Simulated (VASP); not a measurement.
# SrCl2 (P-3m1) in VASP: single point with PBE-based screened hybrid with 75 % exact exchange

Aim: the single point of SrCl2 with PBE-based screened hybrid with 75 % exact exchange.

Everything below comes from runs of VASP 6.6.1. Logs are shortened: lines on timing, memory, paths and dates and some standing lists are left out, and cuts for length are marked.

## 1. The cell of the first run

Symmetry: P-3m1, No. 164, trigonal system. Conventional cell: a = 4.407 Å, b = 4.407 Å, c = 5.596 Å, α = 90.00°, β = 90.00°, γ = 120.00°. Sr (site symmetry -3m) has 6 Cl at 2.90 Å within 3.8 Å. Within 3.8 Å of Cl (site symmetry 3m) lie 3 Sr at 2.90 Å and 6 Cl at 3.77 to 3.79 Å.

## 2. Single point, PBE-based screened hybrid with 75 % exact exchange

POSCAR reads:

```
SrCl2
1.0
    4.4072489055      0.0000000000      0.0000000000
   -2.2036244528      3.8167895130      0.0000000000
    0.0000000000      0.0000000000      5.5960650195
Sr Cl
1 2
Direct
    0.0000000000      0.0000000000      0.0000000000
    0.3333333333      0.6666666667      0.2486950203
    0.6666666667      0.3333333333      0.7513049797
```

INCAR.step1 reads:

```
SYSTEM = SrCl2
PREC = Accurate ; ENCUT = 520
EDIFF = 1E-5 ; ISMEAR = 0
SIGMA = 0.01 ; LREAL = .False.
LASPH = .True. ; NELM = 100
ALGO = Normal ; ISIF = 2
LWAVE = .True. ; NBANDS = 19
GGA = PE
```

INCAR.step2 reads:

```
SYSTEM = SrCl2
PREC = Accurate ; ENCUT = 520
EDIFF = 1E-6 ; ISMEAR = 0
SIGMA = 0.01 ; LREAL = .False.
LASPH = .True. ; NELM = 100
ALGO = Normal ; ISIF = 2
LWAVE = .False. ; LCHARG = .True.
GGA = PE ; LHFCALC = .True.
AEXX = 0.75 ; HFSCREEN = 0.1
PRECFOCK = Normal ; LELF = .True.
LVHAR = .True. ; NBANDS = 19
ISTART = 1
```

KPOINTS reads:

```
Automatic mesh
0
Gamma
  6 6 2
  0 0 0
```

Potentials or basis: VASP PAW PBE potentials, release 64 (Sr_sv, Cl).

Launch:

```bash
$ cat potpaw_PBE.64/Sr_sv/POTCAR potpaw_PBE.64/Cl/POTCAR > POTCAR
$ cp INCAR.step1 INCAR
$ mpirun -np 1 vasp_std > vasp.out
$ cp INCAR.step2 INCAR
$ mpirun -np 1 vasp_std > vasp.out
```

OUTCAR:

```text
SYSTEM = SrCl2
   PREC = Accurate
   ENCUT = 520
   EDIFF = 1E-6
   ISMEAR = 0
   LREAL = .False.
   LASPH = .True.
   NELM = 100
   ISIF = 2
   GGA = PE
   LHFCALC = .True.
   AEXX = 0.75
   HFSCREEN = 0.1
   PRECFOCK = Normal
   ISTART = 1

 ion  position               nearest neighbor table
   1  0.000  0.000  0.000-   2 2.90   3 2.90   3 2.90   2 2.90   3 2.90   2 2.90
   2  0.333  0.667  0.249-   1 2.90   1 2.90   1 2.90
   3  0.667  0.333  0.751-   1 2.90   1 2.90   1 2.90

  LATTYP: Found a hexagonal cell.
 ALAT       =     4.4072489055
 C/A-ratio  =     1.2697410878

  Lattice vectors:

 A1 = (   4.4072489055,   0.0000000000,   0.0000000000)
 A2 = (  -2.2036244528,   3.8167895130,   0.0000000000)
 A3 = (   0.0000000000,   0.0000000000,   5.5960650195)

Analysis of symmetry for initial positions (statically):
=====================================================================
 Subroutine PRICEL returns:
 Original cell was already a primitive cell.

 Routine SETGRP: Setting up the symmetry group for a
 hexagonal supercell.

 Subroutine GETGRP returns: Found 12 space group operations
 (whereof 12 operations were pure point group operations)
 out of a pool of 24 trial point group operations.

The static configuration has the point symmetry D_3d.

Analysis of symmetry for dynamics (positions and initial velocities):
=====================================================================
 Subroutine PRICEL returns:
 Original cell was already a primitive cell.

 Routine SETGRP: Setting up the symmetry group for a
 hexagonal supercell.

 Subroutine GETGRP returns: Found 12 space group operations
 (whereof 12 operations were pure point group operations)
 out of a pool of 24 trial point group operations.

The dynamic configuration has the point symmetry D_3d.

 Subroutine INISYM returns: Found 12 space group operations
 (whereof 12 operations are pure point group operations),
 and found     1 'primitive' translations

----------------------------------------------------------------------------------------

                                     Primitive cell

  volume of cell :      94.1344

  direct lattice vectors                    reciprocal lattice vectors
     4.407248906  0.000000000  0.000000000     0.226898916  0.131000150  0.000000000
    -2.203624453  3.816789513  0.000000000     0.000000000  0.262000301  0.000000000
     0.000000000  0.000000000  5.596065020     0.000000000  0.000000000  0.178696994

  length of vectors
     4.407248906  4.407248906  5.596065020     0.262000301  0.262000301  0.178696994

  position of ions in fractional coordinates (direct lattice)
     0.000000000  0.000000000  0.000000000
     0.333333333  0.666666667  0.248695020
     0.666666667  0.333333333  0.751304980

  ion indices of the primitive-cell ions
   primitive index   ion index
                 1           1
                 2           2
                 3           3

----------------------------------------------------------------------------------------

 KPOINTS: Automatic mesh

Automatic generation of k-mesh.
 Grid dimensions read from file:
 generate k-points for:    6    6    2

 Generating k-lattice:

  Cartesian coordinates                     Fractional coordinates (reciprocal lattice)
     0.037816486  0.021833358  0.000000000     0.166666667  0.000000000  0.000000000
     0.000000000  0.043666717  0.000000000     0.000000000  0.166666667  0.000000000
     0.000000000  0.000000000  0.089348497     0.000000000  0.000000000  0.500000000

  Length of vectors
     0.043666717  0.043666717  0.089348497

  Shift w.r.t. Gamma in fractional coordinates (k-lattice)
     0.000000000  0.000000000  0.000000000

 Subroutine IBZKPT returns following result:
 ===========================================

 Found     14 irreducible k-points:

 Following reciprocal coordinates:
            Coordinates               Weight
  0.000000  0.000000  0.000000      1.000000
  0.166667  0.000000  0.000000      6.000000
  0.333333  0.000000  0.000000      6.000000
  0.500000 -0.000000  0.000000      3.000000
  0.166667  0.166667  0.000000      6.000000
  0.333333  0.166667  0.000000     12.000000
  0.333333  0.333333  0.000000      2.000000
  0.000000  0.000000  0.500000      1.000000
  0.166667  0.000000  0.500000      6.000000
  0.333333  0.000000  0.500000      6.000000
  0.500000 -0.000000  0.500000      3.000000
  0.166667  0.166667  0.500000      6.000000
  0.333333  0.166667  0.500000     12.000000
  0.333333  0.333333  0.500000      2.000000
   k-points           NKPTS =     14   k-points in BZ     NKDIM =     72   number of bands    NBANDS=     19
   number of dos      NEDOS =    301   number of ions     NIONS =      3
   total plane-waves  NPLWV =  54432
   dimension x,y,z NGX =    36 NGY =   36 NGZ =   42
   dimension x,y,z NGXF=    72 NGYF=   72 NGZF=   84
   ions per type =               1   2
   NGX,Y,Z   is equivalent  to a cutoff of  13.58, 13.58, 12.48 a.u.
   NGXF,Y,Z  is equivalent  to a cutoff of  27.16, 27.16, 24.95 a.u.
 SYSTEM =  SrCl2
   PREC   = accura    normal or accurate (medium, high low for compatibility)
   ISTART =      1    job   : 0-new  1-cont  2-samecut
   ICHARG =      0    charge: 1-file 2-atom 10-const
   ISPIN  =      1    spin polarized calculation?
   LNONCOLLINEAR =      F non collinear calculations
   LSORBIT =      F    spin-orbit coupling
   LASPH  =      T    aspherical Exc in radial PAW
   ENCUT  =  520.0 eV  38.22 Ry    6.18 a.u.   8.19  8.19 10.40*2*pi/ulx,y,z
   NELM   =    100;   NELMIN=  2; NELMDL=  0     # of ELM steps
   EDIFF  = 0.1E-05   stopping-criterion for ELM
   LREAL  =      F    real-space projection
   EDIFFG = 0.1E-04   stopping-criterion for IOM
   NSW    =      0    number of steps for IOM
   IBRION =     -1    ionic relax: 0-MD 1-quasi-New 2-CG
   NFREE  =      0    steps in history (QN), initial steepest desc. (CG)
   ISIF   =      2    stress and relaxation
   ISYM   =      3    0-nonsym 1-usesym 2-fastsym
   POTIM  = 0.5000    time-step for ionic-motion
   TEBEG  =    0.0;   TEEND  =   0.0 temperature during run
   PSTRESS=    0.0 pullay stress
   NELECT =      24.0000    total number of electrons
   NUPDOWN=      -1.0000    fix difference up-down
   EMIN   =  10.00;   EMAX   =-10.00  energy-range for DOS
   EFERMI =   0.00;   METHOD = LEGACY
   ISMEAR =     0;   SIGMA  =   0.01  broadening in eV -4-tet -1-fermi 0-gaus
   EFERMI_NEDOS =   21; number of points for ismear=-14 and -15
   IALGO  =     38    algorithm
   IMIX   =      1    mixing-type and parameters
     AMIX     =   0.40;   BMIX     =  1.00
     AMIX_MAG =   1.60;   BMIX_MAG =  1.00
  volume/ion in A,a.u.               =      31.38       211.75
  Fermi-wavevector in a.u.,A,eV,Ry     =   1.038076  1.961679 14.661657  1.077601
  Thomas-Fermi vector in A             =   2.172543
   LORBIT       =      0    0 simple, 1 ext, 2 COOP (PROOUT), +10 PAW based schemes
   GGA     = PE    functional components
   LHFCALC =     T    Hartree Fock is set to
   PRECFOCK=normal    Normal, Fast or Accurate (Low or Medium for compatibility)
   ENCUT4O =  -1.0   cutoff for four orbital integrals eV
   NKREDX  =     1    reduce k-point grid by
   NKREDY  =     1    reduce k-point grid by
   NKREDZ  =     1    reduce k-point grid by
   AEXX    =    0.7500 exact exchange contribution
   HFSCREEN=    0.1000 screening length (either q_TF or 0.3 A-1)
   HFSCREENC=   0.1000 screening length for correlation (either q_TF or 0.3 A-1)
   ENCUTFOCK=  -1.0 apply spherical cutoff to Coloumb kernel
   IVDW    =     0    specifies the selected vdW correction
   LEPSILON=     F    determine dielectric tensor
   LRPA    =     F    only Hartree local field effects (RPA)
 non-spin polarized calculation
 Gauss-broadening in eV      SIGMA  =   0.01
  energy-cutoff  :      520.00
  volume of cell :       94.13
 maximum number of plane-waves:      2570
 NGX is ok and might be reduce to    36
  NGX = 28; NGY = 28; NGZ = 32

 number of electron      24.0000002 magnetization

 Free energy of the ion-electron system (eV)
  ---------------------------------------------------
  ext. energy  EPLUGINS =         0.00000000
  ---------------------------------------------------
  free energy    TOTEN  =       -19.92672329 eV

  energy without entropy =      -19.92672329  energy(sigma->0) =      -19.92672329

 E-fermi :  -4.1569     XC(G=0):  -3.4160

 val. band max:       -4.2993172863   @ k =   0.0000   0.0000   0.0000
 cond. band min:       5.9307401440   @ k =   0.0000   0.0000   0.0000
 fundamental gap:     10.2300574303
 Fermi energy:        -4.1569367821

 k-point     1 :       0.0000    0.0000    0.0000
  band No.  band energies     occupation
      1     -43.0303      2.00000
      2     -21.8401      2.00000
      3     -21.1868      2.00000
      4     -21.1868      2.00000
      5     -20.8475      2.00000
      6     -19.6219      2.00000
[... 11 lines left out ...]
     18       9.9619      0.00000
     19       9.9619      0.00000

 k-point     2 :       0.1667    0.0000    0.0000
  band No.  band energies     occupation
      1     -43.0272      2.00000
      2     -21.7685      2.00000
      3     -21.6254      2.00000
      4     -21.2017      2.00000
      5     -20.3529      2.00000
      6     -19.7561      2.00000
[... 11 lines left out ...]
     18      10.0544      0.00000
     19      10.6864      0.00000

 k-point     3 :       0.3333    0.0000    0.0000
  band No.  band energies     occupation
      1     -43.0210      2.00000
      2     -22.0755      2.00000
      3     -21.4785      2.00000
      4     -21.2313      2.00000
      5     -20.2495      2.00000
      6     -19.7038      2.00000
[... 11 lines left out ...]
     18      10.5925      0.00000
     19      11.3674      0.00000

 k-point     4 :       0.5000   -0.0000    0.0000
  band No.  band energies     occupation
      1     -43.0179      2.00000
      2     -22.2218      2.00000
      3     -21.2792      2.00000
      4     -21.2460      2.00000
      5     -20.4839      2.00000
      6     -19.5201      2.00000
[... 187 lines left out ...]
     18      10.3780      0.00000
     19      11.0406      0.00000

 k-point    13 :       0.3333    0.1667    0.5000
  band No.  band energies     occupation
      1     -43.0178      2.00000
      2     -22.0809      2.00000
      3     -21.5568      2.00000
      4     -21.2787      2.00000
      5     -20.2128      2.00000
      6     -19.6247      2.00000
[... 11 lines left out ...]
     18      10.7326      0.00000
     19      11.2059      0.00000

 k-point    14 :       0.3333    0.3333    0.5000
  band No.  band energies     occupation
      1     -43.0163      2.00000
      2     -21.8836      2.00000
      3     -21.8836      2.00000
      4     -21.2728      2.00000
      5     -19.8624      2.00000
      6     -19.8624      2.00000
[... 11 lines left out ...]
     18      10.6366      0.00000
     19      11.6273      0.00000

------------------------ aborting loop because EDIFF is reached ----------------------------------------

  FORCE on cell =-STRESS in cart. coord.  units (eV):
  Direction    XX          YY          ZZ          XY          YZ          ZX
  --------------------------------------------------------------------------------------
  -------------------------------------------------------------------------------------
  Total       -0.0455062     -0.0455062     -0.0499115      0.0000000      0.0000000     -0.0000000
  in kB       -0.7745192     -0.7745192     -0.8494992      0.0000000      0.0000000     -0.0000000
  external PRESSURE =      -0.7995125 kB  Pullay stress =       0.0000000 kB

 VOLUME and BASIS-vectors are now :
 -----------------------------------------------------------------------------
  energy-cutoff  :      520.00
  volume of cell :       94.13
      direct lattice vectors                 reciprocal lattice vectors
     4.407248906  0.000000000  0.000000000     0.226898916  0.131000150  0.000000000
    -2.203624453  3.816789513  0.000000000     0.000000000  0.262000301  0.000000000
     0.000000000  0.000000000  5.596065020     0.000000000  0.000000000  0.178696994

 POSITION                                       TOTAL-FORCE (eV/Angst)
 -----------------------------------------------------------------------------------
      0.00000      0.00000      0.00000        -0.000000      0.000000     -0.000000
     -0.00000      2.54453      1.39171        -0.000000      0.000000     -0.156792
      2.20362      1.27226      4.20435         0.000000     -0.000000      0.156792
 -----------------------------------------------------------------------------------
    total drift:                               -0.000000     -0.000000     -0.000013

  FREE ENERGIE OF THE ION-ELECTRON SYSTEM (eV)
  ---------------------------------------------------
  free  energy   TOTEN  =       -19.9267232940 eV

  energy  without entropy=      -19.9267232940  energy(sigma->0) =      -19.92672329
```

It took 69 min on 1 thread of Intel Xeon 8259CL, shared host; peak memory 0.37 GiB.

What came out:

```
Free energy            : -19.9267 eV
Pressure               : -0.1 GPa
Largest force          : 0.157 eV/Å
Band gap on the k mesh : 10.23 eV
```

Forces on the atoms (eV/Å):
```
Sr   0.000  0.000  0.000
Cl   0.000  0.000 -0.157
Cl   0.000  0.000  0.157
```

Caveat: the k points lie up to 0.56 Å⁻¹ apart; the PAW data sets were made with another functional, which shifts forces and pressure a little.
